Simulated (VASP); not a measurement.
# CsPbCl3: single point with RPBE

The system is CsPbCl3.

```
Pb Cs Cl
1.0
     5.60500    0.00000    0.00000
     0.00000    5.60500    0.00000
     0.00000    0.00000    5.60500
Pb Cs Cl
1 1 3
Direct
  0.50000 0.50000 0.50000
  0.00000 0.00000 0.00000
  0.50000 0.00000 0.50000
  0.00000 0.50000 0.50000
  0.50000 0.50000 0.00000
```

```yaml
Program: VASP 6.6.1
Task: single point
Functional: RPBE
Potentials_or_basis: VASP PAW PBE potentials, release 64 (Pb_d, Cs_sv, Cl)
Cutoff: 520 eV
k_mesh: 5 × 5 × 5
Occupations: fermi-dirac, width 0.05 eV
Spin: no spin polarisation
```

The pressure is 3.2 GPa and the band gap on the k mesh is 3.07 eV.

Levels at points of the mesh, in eV from the valence-band top:
| k point | band 18 | band 19 | band 20 | band 21 | band 22 | band 23 | band 24 | band 25 | band 26 | band 27 |
| --- | --- | --- | --- | --- | --- | --- | --- | --- | --- | --- |
| (0.00, 0.00, 0.00) | -2.07 | -2.07 | -1.97 | -1.97 | -1.97 | 4.24 | 5.08 | 5.08 | 5.95 | 5.95 |

Wall time 36 s on 1 thread of Intel(R) Xeon(R) Platinum 8559C (Emerald Rapids), on a shared host, peak memory 0.27 GiB.

Caveat: the cell stands under pressure; the PAW data sets were made with another functional, which shifts forces and pressure a little; spin-orbit coupling is left out, which moves the levels of the heavy elements; an odd mesh through Γ misses points on the zone boundary, where band edges can lie.
